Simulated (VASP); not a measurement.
Ti:

```
Ti
1.0
     4.56737    0.00000    0.00000
    -2.28369    3.95546    0.00000
     0.00000    0.00000    2.82624
Ti
3
Direct
  0.66667 0.33333 0.50000
  0.33333 0.66667 0.50000
  0.00000 0.00000 0.00000
```

This isn't the form of Ti at room conditions, which is hcp.

| Property | Result |
| --- | --- |
| Program | VASP 6.6.1 |
| Task | relaxation of cell and atoms |
| Functional | revPBE |
| Dispersion | D3(BJ) |
| Potentials or basis | VASP PAW PBE potentials, release 64 (Ti_sv) |
| Cutoff | 600 eV |
| k mesh | 7 × 7 × 9 |
| Occupations | fermi-dirac, width 0.05 eV |
| Spin | no spin polarisation |

At the start: pressure -8.5 GPa; volume 17.02 Å³/atom.

How do energy, volume and symmetry change on relaxing?

Over 5 steps the energy falls by 35.3 meV/atom and the volume is 15.74 Å³/atom (-7.5 %); space group P6/mmm (No. 191, to 0.1 Å) before and after.

Step by step:
```csv
step,energy change (eV),largest force (eV/Å),pressure (GPa),volume (Å³)
1,0.0000,0.0000,-8.46,51.06
2,-0.0458,0.0000,7.59,44.70
3,-0.1050,0.0000,-0.09,47.31
4,-0.1058,0.0000,0.03,47.23
5,-0.1059,0.0000,0.08,47.23
```

Final structure:
```xyz
3
Lattice="4.4479 0.0000 0.0000 -2.2240 3.8520 0.0000 0.0000 0.0000 2.7566" Properties=species:S:1:pos:R:3 pbc="T T T"
Ti    2.2240    1.2840    1.3783
Ti    0.0000    2.5680    1.3783
Ti    0.0000    0.0000    0.0000
```

Caveat: the PAW data sets were made with another functional, which shifts forces and pressure a little.
